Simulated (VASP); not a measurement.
# Al2Ru (Fddd) in VASP: further runs

Al2Ru is run at these levels: LDA; tasks: single point.

Everything below comes from runs of VASP 6.6.1. Logs are shortened: lines on timing, memory, paths and dates and some standing lists are left out, and cuts for length are marked.

## 1. The cell of the first run

It takes space group Fddd (No. 70, orthorhombic). The conventional cell has a = 4.216 Å, b = 8.072 Å, c = 8.875 Å, α = 90.00°, β = 90.00°, γ = 90.00°. Al (site symmetry 2) has 9 Al at 2.46 to 3.18 Å and 5 Ru at 2.52 to 2.65 Å within 3.3 Å. Ru (site symmetry 222) has 10 Al at 2.52 to 2.65 Å and 4 Ru at 3.18 Å within 3.3 Å.

## 2. Single point, LDA (12.58 Å³/atom)

INCAR

```
SYSTEM = Al2Ru
ALGO = Fast
EDIFF = 1E-6
ENCUT = 520
GGA = CA
ISIF = 2
ISMEAR = 0
LASPH = .True.
LCHARG = .False.
LREAL = .False.
LWAVE = .False.
NBANDS = 29
NELM = 100
PREC = Accurate
SIGMA = 0.03
```

KPOINTS

```
k-points
0
Gamma
  10 10 10
  0 0 0
```

POSCAR

```
Al2Ru
1.0
    0.0000000000      4.0361671458      4.4372629738
    2.1079274215      0.0000000000      4.4372629738
    2.1079274215      4.0361671458      0.0000000000
Al Ru
4 2
Direct
    0.0788992938      0.4211007062      0.0788992938
    0.4211007062      0.0788992938      0.4211007062
    0.1711007062      0.8288992938      0.1711007062
    0.8288992938      0.1711007062      0.8288992938
    0.7500000000      0.7500000000      0.7500000000
    0.5000000000      0.5000000000      0.5000000000
```

Potentials or basis: VASP PAW LDA potentials, release 64 (Al, Ru_pv).

On the command line:

```bash
cat potpaw_LDA.64/Al/POTCAR potpaw_LDA.64/Ru_pv/POTCAR > POTCAR
mpirun -np 1 vasp_std > vasp.out
```

OUTCAR:

```text
SYSTEM = Al2Ru
   EDIFF = 1E-6
   ENCUT = 520
   GGA = CA
   ISIF = 2
   ISMEAR = 0
   LASPH = .True.
   LREAL = .False.
   NELM = 100
   PREC = Accurate

 ion  position               nearest neighbor table
   1  0.079  0.421  0.079-   2 2.46   2 2.46   5 2.52   5 2.52   6 2.54   6 2.54   3 2.57   3 2.57
                             5 2.65   2 2.76   4 3.18   4 3.18   4 3.18   4 3.18
   2  0.421  0.079  0.421-   1 2.46   1 2.46   5 2.52   5 2.52   6 2.54   6 2.54   4 2.57   4 2.57
                             5 2.65   1 2.76   3 3.18   3 3.18   3 3.18   3 3.18
   3  0.171  0.829  0.171-   4 2.46   4 2.46   6 2.52   6 2.52   5 2.54   5 2.54   1 2.57   1 2.57
                             6 2.65   4 2.76   2 3.18   2 3.18   2 3.18   2 3.18
   4  0.829  0.171  0.829-   3 2.46   3 2.46   6 2.52   6 2.52   5 2.54   5 2.54   2 2.57   2 2.57
                             6 2.65   3 2.76   1 3.18   1 3.18   1 3.18   1 3.18
   5  0.750  0.750  0.750-   2 2.52   2 2.52   1 2.52   1 2.52   3 2.54   4 2.54   4 2.54   3 2.54
                             1 2.65   2 2.65   6 3.18   6 3.18   6 3.18   6 3.18
   6  0.500  0.500  0.500-   3 2.52   3 2.52   4 2.52   4 2.52   1 2.54   2 2.54   2 2.54   1 2.54
                             3 2.65   4 2.65   5 3.18   5 3.18   5 3.18   5 3.18

  LATTYP: Found a face centered orthorhombic cell.
 ALAT       =     4.2158548430
 B/A-ratio  =     1.9147562220
 C/A-ratio  =     2.1050359365

  Lattice vectors:

 A1 = (   0.0000000000,   4.0361671458,   4.4372629738)
 A2 = (   2.1079274215,   0.0000000000,   4.4372629738)
 A3 = (   2.1079274215,   4.0361671458,   0.0000000000)

Analysis of symmetry for initial positions (statically):
=====================================================================
 Subroutine PRICEL returns:
 Original cell was already a primitive cell.

 Routine SETGRP: Setting up the symmetry group for a
 face centered orthorhombic supercell.

 Subroutine GETGRP returns: Found  8 space group operations
 (whereof  4 operations were pure point group operations)
 out of a pool of  8 trial point group operations.

The static configuration has the point symmetry D_2 .
 The point group associated with its full space group is D_2h.

Analysis of symmetry for dynamics (positions and initial velocities):
=====================================================================
 Subroutine PRICEL returns:
 Original cell was already a primitive cell.

 Routine SETGRP: Setting up the symmetry group for a
 face centered orthorhombic supercell.

 Subroutine GETGRP returns: Found  8 space group operations
 (whereof  4 operations were pure point group operations)
 out of a pool of  8 trial point group operations.

The dynamic configuration has the point symmetry D_2 .
 The point group associated with its full space group is D_2h.

 Subroutine INISYM returns: Found  8 space group operations
 (whereof  4 operations are pure point group operations),
 and found     1 'primitive' translations

----------------------------------------------------------------------------------------

                                     Primitive cell

  volume of cell :      75.5040

  direct lattice vectors                    reciprocal lattice vectors
     0.000000000  4.036167146  4.437262974    -0.237199818  0.123879904  0.112682075
     2.107927421  0.000000000  4.437262974     0.237199818 -0.123879904  0.112682075
     2.107927421  4.036167146  0.000000000     0.237199818  0.123879904 -0.112682075

  length of vectors
     5.998328761  4.912500454  4.553460579     0.290357081  0.290357081  0.290357081

  position of ions in fractional coordinates (direct lattice)
     0.078899294  0.421100706  0.078899294
     0.421100706  0.078899294  0.421100706
     0.171100706  0.828899294  0.171100706
     0.828899294  0.171100706  0.828899294
     0.750000000  0.750000000  0.750000000
     0.500000000  0.500000000  0.500000000

  ion indices of the primitive-cell ions
   primitive index   ion index
                 1           1
                 2           2
                 3           3
                 4           4
                 5           5
                 6           6

----------------------------------------------------------------------------------------

 KPOINTS: k-points

Automatic generation of k-mesh.
 Grid dimensions read from file:
 generate k-points for:   10   10   10

 Generating k-lattice:

  Cartesian coordinates                     Fractional coordinates (reciprocal lattice)
    -0.023719982  0.012387990  0.011268208     0.100000000 -0.000000000  0.000000000
     0.023719982 -0.012387990  0.011268208    -0.000000000  0.100000000 -0.000000000
     0.023719982  0.012387990 -0.011268208     0.000000000  0.000000000  0.100000000

  Length of vectors
     0.029035708  0.029035708  0.029035708

  Shift w.r.t. Gamma in fractional coordinates (k-lattice)
     0.000000000  0.000000000  0.000000000

 Subroutine IBZKPT returns following result:
 ===========================================

 Found    171 irreducible k-points:

 Following reciprocal coordinates:
            Coordinates               Weight
  0.000000  0.000000  0.000000      1.000000
  0.100000 -0.000000  0.000000      8.000000
  0.200000 -0.000000  0.000000      8.000000
  0.300000  0.000000  0.000000      8.000000
  0.400000  0.000000  0.000000      8.000000
  0.500000 -0.000000  0.000000      4.000000
[... 16 lines left out ...]
  0.300000  0.300000  0.000000      2.000000
  0.400000  0.300000  0.000000      8.000000
 [... further k-points ...]
   k-points           NKPTS =    171   k-points in BZ     NKDIM =    171   number of bands    NBANDS=     29
   number of dos      NEDOS =    301   number of ions     NIONS =      6
   total plane-waves  NPLWV =  69120
   dimension x,y,z NGX =    48 NGY =   40 NGZ =   36
   dimension x,y,z NGXF=    96 NGYF=   80 NGZF=   72
   ions per type =               4   2
   NGX,Y,Z   is equivalent  to a cutoff of  13.30, 13.54, 13.14 a.u.
   NGXF,Y,Z  is equivalent  to a cutoff of  26.61, 27.07, 26.29 a.u.
 SYSTEM =  Al2Ru
   PREC   = accura    normal or accurate (medium, high low for compatibility)
   ISTART =      0    job   : 0-new  1-cont  2-samecut
   ICHARG =      2    charge: 1-file 2-atom 10-const
   ISPIN  =      1    spin polarized calculation?
   LNONCOLLINEAR =      F non collinear calculations
   LSORBIT =      F    spin-orbit coupling
   LASPH  =      T    aspherical Exc in radial PAW
   ENCUT  =  520.0 eV  38.22 Ry    6.18 a.u.  11.15  9.13  8.47*2*pi/ulx,y,z
   NELM   =    100;   NELMIN=  2; NELMDL= -5     # of ELM steps
   EDIFF  = 0.1E-05   stopping-criterion for ELM
   LREAL  =      F    real-space projection
   EDIFFG = 0.1E-04   stopping-criterion for IOM
   NSW    =      0    number of steps for IOM
   IBRION =     -1    ionic relax: 0-MD 1-quasi-New 2-CG
   NFREE  =      0    steps in history (QN), initial steepest desc. (CG)
   ISIF   =      2    stress and relaxation
   ISYM   =      2    0-nonsym 1-usesym 2-fastsym
   POTIM  = 0.5000    time-step for ionic-motion
   TEBEG  =    0.0;   TEEND  =   0.0 temperature during run
   PSTRESS=    0.0 pullay stress
   NELECT =      40.0000    total number of electrons
   NUPDOWN=      -1.0000    fix difference up-down
   EMIN   =  10.00;   EMAX   =-10.00  energy-range for DOS
   EFERMI =   0.00;   METHOD = LEGACY
   ISMEAR =     0;   SIGMA  =   0.03  broadening in eV -4-tet -1-fermi 0-gaus
   EFERMI_NEDOS =   21; number of points for ismear=-14 and -15
   IALGO  =     68    algorithm
   IMIX   =      4    mixing-type and parameters
     AMIX     =   0.40;   BMIX     =  1.00
     AMIX_MAG =   1.60;   BMIX_MAG =  1.00
  volume/ion in A,a.u.               =      12.58        84.92
  Fermi-wavevector in a.u.,A,eV,Ry     =   1.324661  2.503247 23.874517  1.754728
  Thomas-Fermi vector in A             =   2.454179
   LORBIT       =      0    0 simple, 1 ext, 2 COOP (PROOUT), +10 PAW based schemes
   GGA     = CA    functional components
   LHFCALC =     F    Hartree Fock is set to
   AEXX    =    0.0000 exact exchange contribution
   IVDW    =     0    specifies the selected vdW correction
   LEPSILON=     F    determine dielectric tensor
   LRPA    =     F    only Hartree local field effects (RPA)
 non-spin polarized calculation
 RMM-DIIS sequential band-by-band and
 Gauss-broadening in eV      SIGMA  =   0.03
  energy-cutoff  :      520.00
  volume of cell :       75.50
 maximum number of plane-waves:      2056
 NGX is ok and might be reduce to    48
   NGX = 23   NGY = 19   NGZ = 17

 number of electron      40.0000000 magnetization

 Free energy of the ion-electron system (eV)
  ---------------------------------------------------
  ext. energy  EPLUGINS =         0.00000000
  ---------------------------------------------------
  free energy    TOTEN  =       -41.40053373 eV

  energy without entropy =      -41.40008883  energy(sigma->0) =      -41.40031128

 E-fermi :  11.8565     XC(G=0): -12.5185

 val. band max:       11.8539086281   @ k =  -0.1000   0.2000   0.2000
 cond. band min:      11.8633993650   @ k =  -0.2000   0.2000   0.2000
 fundamental gap:      0.0094907369
 Fermi energy:        11.8564654526

 k-point     1 :       0.0000    0.0000    0.0000
  band No.  band energies     occupation
      1     -30.9177      2.00000
      2     -30.8341      2.00000
      3     -30.8194      2.00000
      4     -30.7680      2.00000
      5     -30.7606      2.00000
      6     -30.7562      2.00000
[... 21 lines left out ...]
     28      16.3209      0.00000
     29      16.6579      0.00000

 k-point     2 :       0.1000   -0.0000    0.0000
  band No.  band energies     occupation
      1     -30.9165      2.00000
      2     -30.8371      2.00000
      3     -30.8176      2.00000
      4     -30.7690      2.00000
      5     -30.7611      2.00000
      6     -30.7560      2.00000
[... 21 lines left out ...]
     28      16.9986      0.00000
     29      17.3597      0.00000

 k-point     3 :       0.2000   -0.0000    0.0000
  band No.  band energies     occupation
      1     -30.9131      2.00000
      2     -30.8433      2.00000
      3     -30.8147      2.00000
      4     -30.7711      2.00000
      5     -30.7623      2.00000
      6     -30.7557      2.00000
[... 21 lines left out ...]
     28      17.8490      0.00000
     29      18.1841      0.00000

 k-point     4 :       0.3000    0.0000    0.0000
  band No.  band energies     occupation
      1     -30.9086      2.00000
      2     -30.8503      2.00000
      3     -30.8129      2.00000
      4     -30.7729      2.00000
      5     -30.7632      2.00000
      6     -30.7559      2.00000
[... 21 lines left out ...]
     28      18.5613      0.00000
     29      19.1882      0.00000

 k-point     5 :       0.4000    0.0000    0.0000
  band No.  band energies     occupation
      1     -30.9044      2.00000
      2     -30.8563      2.00000
      3     -30.8125      2.00000
      4     -30.7740      2.00000
      5     -30.7630      2.00000
      6     -30.7569      2.00000
[... 21 lines left out ...]
     28      18.9000      0.00000
     29      19.2606      0.00000
[... 510 lines left out ...]
     28      18.6209      0.00000
     29      19.0007      0.00000

 k-point    22 :      -0.2000    0.2000    0.0000
  band No.  band energies     occupation
      1     -30.9074      2.00000
      2     -30.8561      2.00000
      3     -30.8083      2.00000
      4     -30.7733      2.00000
      5     -30.7632      2.00000
      6     -30.7583      2.00000
[... 21 lines left out ...]
     28      19.1804      0.00000
     29      19.4522      0.00000

 k-point    23 :       0.3000    0.3000    0.0000
  band No.  band energies     occupation
      1     -30.8987      2.00000
      2     -30.8410      2.00000
      3     -30.8245      2.00000
      4     -30.7899      2.00000
      5     -30.7559      2.00000
      6     -30.7489      2.00000
[... 21 lines left out ...]
     28      17.0405      0.00000
     29      17.3058      0.00000

 k-point    24 :       0.4000    0.3000    0.0000
  band No.  band energies     occupation
      1     -30.8928      2.00000
      2     -30.8502      2.00000
      3     -30.8192      2.00000
      4     -30.7938      2.00000
      5     -30.7550      2.00000
      6     -30.7493      2.00000
[... 21 lines left out ...]
     28      17.2307      0.00000
     29      17.8231      0.00000

 [... further k-points ...]

------------------------ aborting loop because EDIFF is reached ----------------------------------------

  FORCE on cell =-STRESS in cart. coord.  units (eV):
  Direction    XX          YY          ZZ          XY          YZ          ZX
  --------------------------------------------------------------------------------------
  -------------------------------------------------------------------------------------
  Total       20.7136656      2.2678715      1.2348993      0.0000000      0.0000000      0.0000000
  in kB      439.5391689     48.1237054     26.2042761      0.0000000      0.0000000      0.0000000
  external PRESSURE =     171.2890501 kB  Pullay stress =       0.0000000 kB

 VOLUME and BASIS-vectors are now :
 -----------------------------------------------------------------------------
  energy-cutoff  :      520.00
  volume of cell :       75.50
      direct lattice vectors                 reciprocal lattice vectors
     0.000000000  4.036167146  4.437262974    -0.237199818  0.123879904  0.112682075
     2.107927421  0.000000000  4.437262974     0.237199818 -0.123879904  0.112682075
     2.107927421  4.036167146  0.000000000     0.237199818  0.123879904 -0.112682075

 POSITION                                       TOTAL-FORCE (eV/Angst)
 -----------------------------------------------------------------------------------
      1.05396      0.63690      2.21863        -0.000000      0.548450      0.000000
      1.05396      3.39927      2.21863        -0.000000     -0.548450      0.000000
      2.10793      1.38118      4.43726         0.000000     -0.548450     -0.000000
      2.10793      6.69115      4.43726         0.000000      0.548450     -0.000000
      3.16189      6.05425      6.65589        -0.000000     -0.000000      0.000000
      2.10793      4.03617      4.43726         0.000000     -0.000000     -0.000000
 -----------------------------------------------------------------------------------
    total drift:                               -0.000000     -0.000000     -0.000000

  FREE ENERGIE OF THE ION-ELECTRON SYSTEM (eV)
  ---------------------------------------------------
  free  energy   TOTEN  =       -41.4005337255 eV

  energy  without entropy=      -41.4000888334  energy(sigma->0) =      -41.40031128
```

It took 13 min on 1 thread of Intel Xeon 8259CL, shared host; peak memory 0.42 GiB.

Results:

```
Free energy            : -41.4005 eV
Pressure               : 17.1 GPa
Largest force          : 0.548 eV/Å
Band gap on the k mesh : zero (bands 20 and 21 overlap by 0.76 eV)
```

Forces in eV/Å, atoms in the order of the input:
```
Al   0.000  0.548  0.000
Al   0.000 -0.548  0.000
Al   0.000 -0.548  0.000
Al   0.000  0.548  0.000
Ru   0.000  0.000  0.000
Ru   0.000  0.000  0.000
```

Levels at points of the mesh, in eV from the Fermi level:
```tsv
k point	band 17	band 18	band 19	band 20	band 21	band 22	band 23	band 24
(0.00, 0.00, 0.00)	-2.07	-1.78	-1.61	0.66	1.33	2.75	2.77	2.79
(0.50, 0.00, 0.00)	-2.63	-2.40	-1.48	-1.19	0.16	0.49	2.04	3.26
(0.50, 0.50, 0.00)	-2.34	-2.34	-0.48	-0.48	2.04	2.04	2.62	2.62
(0.50, 0.00, 0.50)	-2.12	-2.12	-1.91	-1.91	1.42	1.42	1.89	1.89
(0.00, 0.50, 0.50)	-3.12	-3.12	-1.48	-1.48	0.44	0.44	4.58	4.58
```

Caveat: the cell stands under pressure.

## 3. Single point, LDA (12.58 Å³/atom)

INCAR

```
SYSTEM = Al2Ru
PREC = Accurate ; ENCUT = 520
EDIFF = 1E-6 ; ISMEAR = 0
SIGMA = 0.03 ; LREAL = .False.
LASPH = .True. ; NELM = 60
ALGO = Fast ; ISIF = 2
LWAVE = .False. ; LCHARG = .False.
NBANDS = 29
```

KPOINTS

```
Automatic mesh
0
Gamma
  10 10 10
  0 0 0
```

POSCAR: that of step 2 with these lines changed.

```diff
@@ -2,5 +2,5 @@
 1.0
-    0.0000000000      4.0361671458      4.4372629738
-    2.1079274215      0.0000000000      4.4372629738
-    2.1079274215      4.0361671458      0.0000000000
+    0.0000000000      3.9558421227      4.3489556174
+    2.1944012306      0.0000000000      4.3489556174
+    2.1944012306      3.9558421227      0.0000000000
 Al Ru
```

Potentials or basis: VASP PAW LDA potentials, release 64 (Al, Ru_pv).

On the command line:

```bash
cat potpaw_LDA.64/Al/POTCAR potpaw_LDA.64/Ru_pv/POTCAR > POTCAR
mpirun -np 1 vasp_std > vasp.out
```

It took 11 min on 1 thread of Intel Xeon 8259CL, shared host; peak memory 0.42 GiB.

Results (log left out):

* Free energy: -41.9881 eV
* Pressure: 15.0 GPa
* Largest force: 0.334 eV/Å
* Band gap on the k mesh: zero (bands 20 and 21 overlap by 0.30 eV)

Forces in eV/Å, atoms in the order of the input:
```
Al   0.000  0.334  0.000
Al   0.000 -0.334  0.000
Al   0.000 -0.334  0.000
Al   0.000  0.334  0.000
Ru   0.000  0.000  0.000
Ru   0.000  0.000  0.000
```

Stress tensor (GPa, compression positive):
```
29.09  0.00  0.00
 0.00  7.54  0.00
 0.00  0.00  8.38
```

Levels at points of the mesh, in eV from the Fermi level:
```tsv
k point	band 17	band 18	band 19	band 20	band 21	band 22	band 23	band 24
(0.00, 0.00, 0.00)	-2.04	-1.73	-1.55	0.26	1.55	2.58	2.76	2.79
(0.50, 0.00, 0.00)	-2.53	-2.50	-1.41	-1.14	0.24	0.59	2.04	3.36
(0.50, 0.50, 0.00)	-2.11	-2.11	-1.01	-1.01	2.34	2.34	2.55	2.55
(0.50, 0.00, 0.50)	-2.42	-2.42	-1.81	-1.81	1.63	1.63	2.25	2.25
(0.00, 0.50, 0.50)	-3.04	-3.04	-1.51	-1.51	0.39	0.39	4.73	4.73
```

Caveat: the cell stands under pressure.

## 4. Single point, LDA (12.58 Å³/atom)

INCAR

```
PREC = Accurate
ENCUT = 520
EDIFF = 1E-6
ISMEAR = 0
SIGMA = 0.03
LREAL = False
LASPH = True
NELM = 60
ALGO = Fast
ISIF = 2
LWAVE = False
LCHARG = False
NBANDS = 29
```

KPOINTS

```
regular mesh
0
Gamma
  10 10 10
```

POSCAR: that of step 3 with these lines changed.

```diff
@@ -2,5 +2,5 @@
 1.0
-    0.0000000000      3.9558421227      4.3489556174
-    2.1944012306      0.0000000000      4.3489556174
-    2.1944012306      3.9558421227      0.0000000000
+    0.0000000000      3.9163098802      4.3054948414
+    2.2389265317      0.0000000000      4.3054948414
+    2.2389265317      3.9163098802      0.0000000000
 Al Ru
```

On the command line:

```bash
cat potpaw_LDA.64/Al/POTCAR potpaw_LDA.64/Ru_pv/POTCAR > POTCAR
mpirun -np 1 vasp_std > vasp.out
```

Run time: 10 min. Hardware: 1 thread of Intel Xeon 8259CL, shared host; peak memory 0.43 GiB.

Results (log left out):

```yaml
Free_energy: -42.1394 eV
Pressure: 14.4 GPa
Largest_force: 0.219 eV/Å
Band_gap_on_the_k_mesh: zero (bands 20 and 21 overlap by 0.09 eV)
```

Forces on the atoms (eV/Å):
```
Al   0.000  0.219  0.000
Al   0.000 -0.219  0.000
Al   0.000 -0.219  0.000
Al   0.000  0.219  0.000
Ru   0.000  0.000  0.000
Ru   0.000  0.000  0.000
```

Stress tensor (GPa, compression positive):
```
21.63  0.00  0.00
 0.00  9.93  0.00
 0.00  0.00 11.64
```

Levels at points of the mesh, in eV from the Fermi level:
```tsv
k point	band 18	band 19	band 20	band 21	band 22	band 23
(0.00, 0.00, 0.00)	-1.54	-1.51	0.09	1.68	2.54	2.58
(0.50, 0.00, 0.00)	-2.46	-1.37	-1.09	0.29	0.65	2.04
(0.50, 0.50, 0.00)	-1.98	-1.24	-1.24	2.48	2.48	2.50
(0.50, 0.00, 0.50)	-2.50	-1.75	-1.75	1.76	1.76	2.45
(0.00, 0.50, 0.50)	-2.97	-1.49	-1.49	0.36	0.36	4.77
```

Caveat: the cell stands under pressure.

(Continued in part 2 of 2.)
